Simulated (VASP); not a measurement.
# HfN (Fm-3m) in VASP: further runs

The runs below take HfN through single point, with PBE, PBEsol, PBE+D3(BJ).

All numbers are computed with VASP 6.6.1; they aren't measurements. Logs are shortened: lines on timing, memory, paths and dates and some standing lists are left out, and cuts for length are marked.

## 1. The cell of the first run

The structure is cubic, space group Fm-3m (No. 225). The conventional cell has a = 4.484 Å, b = 4.484 Å, c = 4.484 Å, α = 90.00°, β = 90.00°, γ = 90.00°. Within 3.0 Å of Hf (site symmetry m-3m) lie 6 N at 2.24 Å. N (site symmetry m-3m) has 6 Hf at 2.24 Å within 3.0 Å.

## 2. Single point, PBE, non-collinear spin, zero start, spin-orbit coupling (11.27 Å³/atom)

Contents of INCAR:

```
PREC = Accurate
ENCUT = 520
EDIFF = 1E-7
ISMEAR = 0
SIGMA = 0.05
LREAL = False
LASPH = True
NELM = 150
ALGO = Normal
ISIF = 2
LWAVE = False
LCHARG = True
MAGMOM = 0 0 0 0 0 0
LORBIT = 11
LSORBIT = True
GGA_COMPAT = False
LORBMOM = True
LMAXMIX = 4
GGA = PE
LVHAR = True
NBANDS = 27
```

Contents of KPOINTS:

```
Automatic mesh
0
Gamma
  12 12 12
```

Contents of POSCAR:

```
HfN
1.0
    0.0000000000      2.2419221471      2.2419221471
    2.2419221471      0.0000000000      2.2419221471
    2.2419221471      2.2419221471      0.0000000000
Hf N
1 1
Direct
    0.5000000000      0.5000000000      0.5000000000
    0.0000000000      0.0000000000      0.0000000000
```

Potentials or basis: VASP PAW PBE potentials, release 64 (Hf_pv, N).

Command:

```sh
cat potpaw_PBE.64/Hf_pv/POTCAR potpaw_PBE.64/N/POTCAR > POTCAR
mpirun -np 1 vasp_ncl > vasp.out
```

OUTCAR:

```text
PREC = Accurate
   ENCUT = 520
   EDIFF = 1E-7
   ISMEAR = 0
   LREAL = False
   LASPH = True
   NELM = 150
   ISIF = 2
   LORBIT = 11
   LSORBIT = True
   GGA = PE

 ion  position               nearest neighbor table
   1  0.500  0.500  0.500-   2 2.24   2 2.24   2 2.24   2 2.24   2 2.24   2 2.24
   2  0.000  0.000  0.000-   1 2.24   1 2.24   1 2.24   1 2.24   1 2.24   1 2.24

  LATTYP: Found a face centered cubic cell.
 ALAT       =     4.4838442942

  Lattice vectors:

 A1 = (   0.0000000000,   2.2419221471,   2.2419221471)
 A2 = (   2.2419221471,   0.0000000000,   2.2419221471)
 A3 = (   2.2419221471,   2.2419221471,   0.0000000000)

Analysis of symmetry for initial positions (statically):
=====================================================================
 Subroutine PRICEL returns:
 Original cell was already a primitive cell.

 Routine SETGRP: Setting up the symmetry group for a
 face centered cubic supercell.

 Subroutine GETGRP returns: Found 48 space group operations
 (whereof 48 operations were pure point group operations)
 out of a pool of 48 trial point group operations.

The static configuration has the point symmetry O_h .

Analysis of symmetry for dynamics (positions and initial velocities):
=====================================================================
 Subroutine PRICEL returns:
 Original cell was already a primitive cell.

 Routine SETGRP: Setting up the symmetry group for a
 face centered cubic supercell.

 Subroutine GETGRP returns: Found 48 space group operations
 (whereof 48 operations were pure point group operations)
 out of a pool of 48 trial point group operations.

The dynamic configuration has the point symmetry O_h .

Analysis of structural, dynamic, and magnetic symmetry:
=====================================================================
 Subroutine PRICEL returns:
 Original cell was already a primitive cell.

 Routine SETGRP: Setting up the symmetry group for a
 face centered cubic supercell.

 Subroutine GETGRP returns: Found 48 space group operations
 (whereof 48 operations were pure point group operations)
 out of a pool of 48 trial point group operations.

The overall configuration has the point symmetry O_h .

 Subroutine INISYM returns: Found 48 space group operations
 (whereof 48 operations are pure point group operations),
 and found     1 'primitive' translations

----------------------------------------------------------------------------------------

                                     Primitive cell

  volume of cell :      22.5368

[... 892 lines left out ...]
    total drift:                               -0.000000     -0.000000     -0.000000

  FREE ENERGIE OF THE ION-ELECTRON SYSTEM (eV)
  ---------------------------------------------------
  free  energy   TOTEN  =       -22.3928814797 eV

  energy  without entropy=      -22.3923611139  energy(sigma->0) =      -22.39262130

 orbital moment (x)

 # of ion     p       d       tot
 ----------------------------------------
  1         0.000  -0.000  -0.000
  2         0.000   0.000   0.000
 ----------------------------------------
            0.000  -0.000  -0.000

 orbital moment (y)

 # of ion     p       d       tot
 ----------------------------------------
  1         0.000   0.000   0.000
  2         0.000   0.000   0.000
 ----------------------------------------
            0.000   0.000   0.000

 orbital moment (z)

 # of ion     p       d       tot
 ----------------------------------------
  1         0.000   0.000   0.000
  2         0.000   0.000   0.000
 ----------------------------------------
            0.000   0.000   0.000

 Spin-Orbit-Coupling matrix elements

 Ion:    1  E_soc:     -1.2889860
 l=   1
     0.0000000    -0.2077902    -0.2077902
    -0.2077902     0.0000000    -0.2077902
    -0.2077902    -0.2077902     0.0000000
 l=   2
     0.0000000    -0.0019586     0.0000000    -0.0019586    -0.0050822
    -0.0019586     0.0000000    -0.0038117    -0.0019586    -0.0012706
     0.0000000    -0.0038117     0.0000000    -0.0038117     0.0000000
    -0.0019586    -0.0019586    -0.0038117     0.0000000    -0.0012706
    -0.0050822    -0.0012706     0.0000000    -0.0012706     0.0000000
 l=   3
     0.0000000     0.0000000     0.0000000     0.0000000     0.0000000     0.0000000     0.0000000
     0.0000000     0.0000000     0.0000000     0.0000000     0.0000000     0.0000000     0.0000000
     0.0000000     0.0000000     0.0000000     0.0000000     0.0000000     0.0000000     0.0000000
     0.0000000     0.0000000     0.0000000     0.0000000     0.0000000     0.0000000     0.0000000
     0.0000000     0.0000000     0.0000000     0.0000000     0.0000000     0.0000000     0.0000000
     0.0000000     0.0000000     0.0000000     0.0000000     0.0000000     0.0000000     0.0000000
     0.0000000     0.0000000     0.0000000     0.0000000     0.0000000     0.0000000     0.0000000

 Ion:    2  E_soc:     -0.0003980
 l=   1
     0.0000000    -0.0000663    -0.0000663
    -0.0000663     0.0000000    -0.0000663
    -0.0000663    -0.0000663     0.0000000
 l=   2
     0.0000000     0.0000000     0.0000000     0.0000000     0.0000000
     0.0000000     0.0000000     0.0000000     0.0000000     0.0000000
     0.0000000     0.0000000     0.0000000     0.0000000     0.0000000
     0.0000000     0.0000000     0.0000000     0.0000000     0.0000000
     0.0000000     0.0000000     0.0000000     0.0000000     0.0000000
 l=   3
     0.0000000     0.0000000     0.0000000     0.0000000     0.0000000     0.0000000     0.0000000
     0.0000000     0.0000000     0.0000000     0.0000000     0.0000000     0.0000000     0.0000000
     0.0000000     0.0000000     0.0000000     0.0000000     0.0000000     0.0000000     0.0000000
     0.0000000     0.0000000     0.0000000     0.0000000     0.0000000     0.0000000     0.0000000
     0.0000000     0.0000000     0.0000000     0.0000000     0.0000000     0.0000000     0.0000000
     0.0000000     0.0000000     0.0000000     0.0000000     0.0000000     0.0000000     0.0000000
     0.0000000     0.0000000     0.0000000     0.0000000     0.0000000     0.0000000     0.0000000

 total charge

# of ion       s       p       d       tot
------------------------------------------
    1        0.298   6.649   1.807   8.755
    2        1.237   2.525   0.000   3.762
--------------------------------------------------
tot          1.534   9.175   1.807  12.516

 magnetization (x)

# of ion       s       p       d       tot
------------------------------------------
    1       -0.000  -0.000   0.000  -0.000
    2       -0.000   0.000   0.000   0.000
--------------------------------------------------
tot         -0.000  -0.000   0.000  -0.000

 magnetization (y)

# of ion       s       p       d       tot
------------------------------------------
    1       -0.000   0.000   0.000   0.000
    2        0.000  -0.000   0.000  -0.000
--------------------------------------------------
tot         -0.000   0.000   0.000   0.000

 magnetization (z)

# of ion       s       p       d       tot
------------------------------------------
    1       -0.000  -0.000   0.000  -0.000
    2        0.000  -0.000   0.000  -0.000
--------------------------------------------------
tot         -0.000  -0.000   0.000  -0.000
```

stdout:

```text
POSCAR found type information on POSCAR HfN
 POSCAR found :  2 types and       2 ions
 scaLAPACK will be used
 LDA part: xc-table for (Slater+PW92), standard interpolation
 POSCAR, INCAR and KPOINTS ok, starting setup
 FFT: planning ... GRIDC
 FFT: planning ... GRID_SOFT
 FFT: planning ... GRID
 WAVECAR not read
 entering main loop
```

It took 56 s on 1 thread of AMD EPYC 9R45 (Zen 5), shared host; peak memory 0.21 GiB.

What came out:

```yaml
Free_energy: -22.3929 eV
Pressure: 9.9 GPa
Net_moment: 0.00 μB per cell
Valence_electrons_inside_the_program's_atomic_spheres: Hf 8.76; N 3.76
```

Moments on the atoms (μB; x, y, z):
```
Hf  0.00 0.00 0.00
N   0.00 0.00 0.00
```

Caveat: the cell stands under pressure.

## 3. Single point, PBE, non-collinear spin, zero start, spin-orbit coupling (11.74 Å³/atom)

This run uses another cell than the first one, of 11.74 Å³/atom.

Contents of INCAR:

```
SYSTEM = HfN
  ALGO = Normal
  EDIFF = 1E-7
  ENCUT = 520
  GGA = PE
  GGA_COMPAT = .False.
  ISIF = 2
  ISMEAR = 0
  LASPH = .True.
  LCHARG = .False.
  LMAXMIX = 4
  LNONCOLLINEAR = .True.
  LORBIT = 11
  LORBMOM = .True.
  LREAL = .False.
  LSORBIT = .True.
  LWAVE = .False.
  MAGMOM = 0 0 0 0 0 0
  NBANDS = 27
  NELM = 150
  PREC = Accurate
  SIGMA = 0.05
```

Contents of KPOINTS:

```
k-points
0
Gamma
  12 12 12
  0 0 0
```

Contents of POSCAR:

```
HfN
1.0
    0.0000000000      2.2726372262      2.2726372262
    2.2726372262      0.0000000000      2.2726372262
    2.2726372262      2.2726372262      0.0000000000
Hf N
1 1
Direct
    0.5000000000      0.5000000000      0.5000000000
    0.0000000000      0.0000000000      0.0000000000
```

Potentials or basis: VASP PAW PBE potentials, release 64 (Hf_pv, N).

Command:

```sh
cat potpaw_PBE.64/Hf_pv/POTCAR potpaw_PBE.64/N/POTCAR > POTCAR
mpirun -np 1 vasp_ncl > vasp.out
```

Run time: 55 s. Hardware: 1 thread of AMD EPYC 9R45 (Zen 5), shared host; peak memory 0.21 GiB.

The run converged. Its results:

| Property | Result |
| --- | --- |
| Free energy | -22.4160 eV |
| Pressure | -1.8 GPa |
| Net moment | 0.00 μB per cell |
| Valence electrons inside the program's atomic spheres | Hf 8.62; N 3.73 |

Moments on the atoms (μB; x, y, z):
```
Hf  0.00 0.00 0.00
N   0.00 0.00 0.00
```

## 4. Single point, PBE, non-collinear spin, zero start, spin-orbit coupling

This run uses another cell than the first one, of 11.74 Å³/atom.

Contents of INCAR:

```
ALGO = Normal
EDIFF = 1E-7
ENCUT = 520
GGA = PE
GGA_COMPAT = False
ISIF = 2
ISMEAR = 0
LASPH = True
LCHARG = True
LMAXMIX = 4
LNONCOLLINEAR = True
LORBIT = 11
LORBMOM = True
LREAL = False
LSORBIT = True
LVHAR = True
LWAVE = False
MAGMOM = 0 0 0 0 0 0
NBANDS = 27
NELM = 150
PREC = Accurate
SIGMA = 0.05
```

Contents of KPOINTS:

```
k-points
0
Gamma
  12 12 12
```

POSCAR is that of step 3.

Command:

```sh
cat potpaw_PBE.64/Hf_pv/POTCAR potpaw_PBE.64/N/POTCAR > POTCAR
mpirun -np 1 vasp_ncl > vasp.out
```

Wall time 57 s (1 thread of AMD EPYC 9R45 (Zen 5), shared host); peak memory 0.21 GiB.

It converged, with:

| Property | Result |
| --- | --- |
| Free energy | -22.4160 eV |
| Pressure | -1.8 GPa |
| Net moment | 0.00 μB per cell |
| Valence electrons inside the program's atomic spheres | Hf 8.62; N 3.73 |

Moments on the atoms (μB; x, y, z):
```
Hf  0.00 0.00 0.00
N   0.00 0.00 0.00
```

## 5. Single point, PBEsol, non-collinear spin, zero start, spin-orbit coupling

This run uses another cell than the first one, of 11.74 Å³/atom.

Contents of INCAR:

```
PREC = Accurate
ENCUT = 520
EDIFF = 1E-6
ISMEAR = 0
SIGMA = 0.05
LREAL = F
LASPH = T
NELM = 150
ALGO = Normal
ISIF = 2
LWAVE = F
LCHARG = T
LNONCOLLINEAR = T
MAGMOM = 0 0 0 0 0 0
LORBIT = 11
LSORBIT = T
GGA_COMPAT = F
LORBMOM = T
LMAXMIX = 4
GGA = PS
LVHAR = T
NBANDS = 27
```

Contents of KPOINTS:

```
regular mesh
0
Gamma
  12 12 12
```

POSCAR is that of step 4.

Potentials or basis: VASP PAW PBE potentials, release 64 (Hf_pv, N).

Command:

```sh
cat potpaw_PBE.64/Hf_pv/POTCAR potpaw_PBE.64/N/POTCAR > POTCAR
mpirun -np 1 vasp_ncl > vasp.out
```

OUTCAR:

```text
PREC = Accurate
   ENCUT = 520
   EDIFF = 1E-6
   ISMEAR = 0
   LREAL = F
   LASPH = T
   NELM = 150
   ISIF = 2
   LNONCOLLINEAR = T
   LORBIT = 11
   LSORBIT = T
   GGA = PS

 ion  position               nearest neighbor table
   1  0.500  0.500  0.500-   2 2.27   2 2.27   2 2.27   2 2.27   2 2.27   2 2.27
   2  0.000  0.000  0.000-   1 2.27   1 2.27   1 2.27   1 2.27   1 2.27   1 2.27

  LATTYP: Found a face centered cubic cell.
 ALAT       =     4.5452744524

  Lattice vectors:

 A1 = (   0.0000000000,   2.2726372262,   2.2726372262)
 A2 = (   2.2726372262,   0.0000000000,   2.2726372262)
 A3 = (   2.2726372262,   2.2726372262,   0.0000000000)

Analysis of symmetry for initial positions (statically):
=====================================================================
 Subroutine PRICEL returns:
 Original cell was already a primitive cell.

 Routine SETGRP: Setting up the symmetry group for a
 face centered cubic supercell.

 Subroutine GETGRP returns: Found 48 space group operations
 (whereof 48 operations were pure point group operations)
 out of a pool of 48 trial point group operations.

The static configuration has the point symmetry O_h .

Analysis of symmetry for dynamics (positions and initial velocities):
=====================================================================
 Subroutine PRICEL returns:
 Original cell was already a primitive cell.

 Routine SETGRP: Setting up the symmetry group for a
 face centered cubic supercell.

 Subroutine GETGRP returns: Found 48 space group operations
 (whereof 48 operations were pure point group operations)
 out of a pool of 48 trial point group operations.

The dynamic configuration has the point symmetry O_h .

Analysis of structural, dynamic, and magnetic symmetry:
=====================================================================
 Subroutine PRICEL returns:
 Original cell was already a primitive cell.

 Routine SETGRP: Setting up the symmetry group for a
[... 928 lines left out ...]

 # of ion     p       d       tot
 ----------------------------------------
  1         0.000  -0.000  -0.000
  2         0.000   0.000   0.000
 ----------------------------------------
            0.000  -0.000  -0.000

 orbital moment (z)

 # of ion     p       d       tot
 ----------------------------------------
  1         0.000  -0.000  -0.000
  2        -0.000   0.000  -0.000
 ----------------------------------------
           -0.000  -0.000  -0.000

 Spin-Orbit-Coupling matrix elements

 Ion:    1  E_soc:     -1.2970476
 l=   1
     0.0000000    -0.2089948    -0.2089948
    -0.2089948     0.0000000    -0.2089948
    -0.2089948    -0.2089948     0.0000000
 l=   2
     0.0000000    -0.0020085     0.0000000    -0.0020085    -0.0051713
    -0.0020085     0.0000000    -0.0038785    -0.0020085    -0.0012928
     0.0000000    -0.0038785     0.0000000    -0.0038785     0.0000000
    -0.0020085    -0.0020085    -0.0038785     0.0000000    -0.0012928
    -0.0051713    -0.0012928     0.0000000    -0.0012928     0.0000000
 l=   3
     0.0000000     0.0000000     0.0000000     0.0000000     0.0000000     0.0000000     0.0000000
     0.0000000     0.0000000     0.0000000     0.0000000     0.0000000     0.0000000     0.0000000
     0.0000000     0.0000000     0.0000000     0.0000000     0.0000000     0.0000000     0.0000000
     0.0000000     0.0000000     0.0000000     0.0000000     0.0000000     0.0000000     0.0000000
     0.0000000     0.0000000     0.0000000     0.0000000     0.0000000     0.0000000     0.0000000
     0.0000000     0.0000000     0.0000000     0.0000000     0.0000000     0.0000000     0.0000000
     0.0000000     0.0000000     0.0000000     0.0000000     0.0000000     0.0000000     0.0000000

 Ion:    2  E_soc:     -0.0003939
 l=   1
     0.0000000    -0.0000657    -0.0000657
    -0.0000657     0.0000000    -0.0000657
    -0.0000657    -0.0000657     0.0000000
 l=   2
     0.0000000     0.0000000     0.0000000     0.0000000     0.0000000
     0.0000000     0.0000000     0.0000000     0.0000000     0.0000000
     0.0000000     0.0000000     0.0000000     0.0000000     0.0000000
     0.0000000     0.0000000     0.0000000     0.0000000     0.0000000
     0.0000000     0.0000000     0.0000000     0.0000000     0.0000000
 l=   3
     0.0000000     0.0000000     0.0000000     0.0000000     0.0000000     0.0000000     0.0000000
     0.0000000     0.0000000     0.0000000     0.0000000     0.0000000     0.0000000     0.0000000
     0.0000000     0.0000000     0.0000000     0.0000000     0.0000000     0.0000000     0.0000000
     0.0000000     0.0000000     0.0000000     0.0000000     0.0000000     0.0000000     0.0000000
     0.0000000     0.0000000     0.0000000     0.0000000     0.0000000     0.0000000     0.0000000
     0.0000000     0.0000000     0.0000000     0.0000000     0.0000000     0.0000000     0.0000000
     0.0000000     0.0000000     0.0000000     0.0000000     0.0000000     0.0000000     0.0000000

 total charge

# of ion       s       p       d       tot
------------------------------------------
    1        0.288   6.607   1.750   8.645
    2        1.226   2.481   0.000   3.707
--------------------------------------------------
tot          1.513   9.089   1.750  12.352

 magnetization (x)

# of ion       s       p       d       tot
------------------------------------------
    1       -0.000   0.000   0.000  -0.000
    2        0.000  -0.000   0.000  -0.000
--------------------------------------------------
tot         -0.000  -0.000   0.000  -0.000

 magnetization (y)

# of ion       s       p       d       tot
------------------------------------------
    1        0.000  -0.000   0.000  -0.000
    2        0.000  -0.000   0.000  -0.000
--------------------------------------------------
tot          0.000  -0.000   0.000  -0.000

 magnetization (z)

# of ion       s       p       d       tot
------------------------------------------
    1       -0.000   0.000  -0.000  -0.000
    2        0.000   0.000   0.000   0.000
--------------------------------------------------
tot          0.000   0.000  -0.000   0.000
```

OSZICAR:

```text
N       E                     dE             d eps       ncg     rms          rms(c)
DAV:   1     0.533402860265E+02    0.53340E+02   -0.80094E+03  3904   0.111E+03
DAV:   2    -0.231042757618E+02   -0.76445E+02   -0.71789E+02  4860   0.288E+02
DAV:   3    -0.263535910416E+02   -0.32493E+01   -0.32206E+01  4801   0.465E+01
DAV:   4    -0.263746550908E+02   -0.21064E-01   -0.21044E-01  4447   0.397E+00
DAV:   5    -0.263748152480E+02   -0.16016E-03   -0.16015E-03  4626   0.321E-01    0.544E+01
DAV:   6    -0.237446480214E+02    0.26302E+01   -0.77687E+00  4416   0.218E+01    0.425E+01
DAV:   7    -0.236605169568E+02    0.84131E-01   -0.59990E-01  4342   0.660E+00    0.269E+01
DAV:   8    -0.236394845356E+02    0.21032E-01   -0.13917E-01  4434   0.303E+00    0.879E+00
DAV:   9    -0.236313675458E+02    0.81170E-02   -0.14579E-02  4548   0.927E-01    0.179E+00
DAV:  10    -0.236296411936E+02    0.17264E-02   -0.64594E-03  4365   0.635E-01    0.124E+00
DAV:  11    -0.236295651557E+02    0.76038E-04   -0.43723E-04  4669   0.191E-01    0.598E-02
DAV:  12    -0.236295654484E+02   -0.29266E-06   -0.21897E-05  4356   0.407E-02    0.426E-02
DAV:  13    -0.236295632780E+02    0.21703E-05   -0.59384E-06  4408   0.217E-02    0.439E-02
DAV:  14    -0.236295631261E+02    0.15194E-06   -0.74688E-07  2798   0.868E-03
   1 F= -.23629563E+02 E0= -.23629310E+02  d E =-.505525E-03  mag=     0.0000     0.0000     0.0000
```

stdout:

```text
POSCAR found type information on POSCAR HfN
 POSCAR found :  2 types and       2 ions
 scaLAPACK will be used
 -----------------------------------------------------------------------------
|                                                                             |
|                                                                             |
|     You enforced a specific xc type in the INCAR file but a different       |
|     I HOPE YOU KNOW WHAT YOU ARE DOING!                                     |
|                                                                             |
 -----------------------------------------------------------------------------

 LDA part: xc-table for (Slater+PW92), standard interpolation
 POSCAR, INCAR and KPOINTS ok, starting setup
 FFT: planning ... GRIDC
 FFT: planning ... GRID_SOFT
 FFT: planning ... GRID
 WAVECAR not read
 entering main loop
```

Wall time 56 s (1 thread of AMD EPYC 9R45 (Zen 5), shared host); peak memory 0.21 GiB.

Results:

| Item | Value |
| --- | --- |
| Free energy | -23.6296 eV |
| Pressure | -9.8 GPa |
| Net moment | 0.00 μB per cell |
| Valence electrons inside the program's atomic spheres | Hf 8.64; N 3.71 |

Moments on the atoms (μB; x, y, z):
```
Hf  0.00 0.00 0.00
N   0.00 0.00 0.00
```

Caveat: the cell stands under tension; the PAW data sets were made with another functional, which shifts forces and pressure a little.

(Part 1 of 2 ends here.)
